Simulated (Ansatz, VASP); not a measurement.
## One calculation of Pb, two programs

```
Pb
1.0
     3.25257    0.00000    0.00000
     0.00000    3.25257    0.00000
     0.00000    0.00000    3.25257
Pb
1
Direct
  0.50000 0.50000 0.50000
```

Alike in both runs: functional PBE; k mesh 18 × 18 × 18; occupations gaussian, width 0.1 eV; no spin polarisation.

Ansatz relaxed the structure, and its values are those at the end. VASP's run is a single point on that final structure, the one shown.

|  | VASP | Ansatz |
| --- | --- | --- |
| version | VASP 6.6.1 | Ansatz 0.2.0 |
| potentials or method | VASP PAW PBE potentials, release 64 (Pb_d), cutoff 520 eV | scalar-relativistic, plane waves, PAW |
| valence electrons in the cell | 14 | 14 |

|  | VASP | Ansatz | Ansatz less VASP |
| --- | --- | --- | --- |
| gap on the k mesh at the Fermi level (eV) | none | none | - |
| pressure (GPa) | -0.1 | 0.0 | +0.07 |

A gap of «none» marks a metal or a gap that the smearing closes.

Neither program's run includes spin-orbit coupling.
